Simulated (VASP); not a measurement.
Runs of VASP 6.6.1 on SrCo3. The structure is that of space group Pm-3m (No. 221), or close to it. The cells are those of the table. 

```csv
spin,cell,gap on the mesh (eV),pressure (GPa),moment (μB)
"collinear, ferromagnetic start","a = 3.953 Å, 4 atoms",none,(a),4.10
off,"a = 4.007 Å, 4 atoms",none,-3.9,-
"collinear, ferromagnetic start","a = 4.007, b = 4.007, c = 4.087 Å, 4 atoms",none,(b),4.17
"collinear, ferromagnetic start","a = 3.932 Å, 4 atoms",none,5.3,4.08
"collinear, ferromagnetic start","a = 4.007 Å, 4 atoms",none,(c),4.15
"collinear, ferromagnetic start","a = 3.980 Å, 4 atoms",none,2.0,4.13
```

Alike in all rows: task single point; level PBE; potentials or basis VASP PAW PBE potentials, release 64 (Sr_sv, Co); k mesh 8 × 8 × 8; cutoff (eV) 520; smearing gaussian 0.05 eV.

Q: Fill in the values left out.

A: (a) 3.8; (b) -1.1; (c) 0.4.

Caveats: the cell stands under pressure (at least some runs); the cell stands under tension (at least some runs).

A k mesh can miss the band edges, and the runs leave out spin-orbit coupling on Sr.

A gap of «none» marks levels without a gap at the run's occupations.
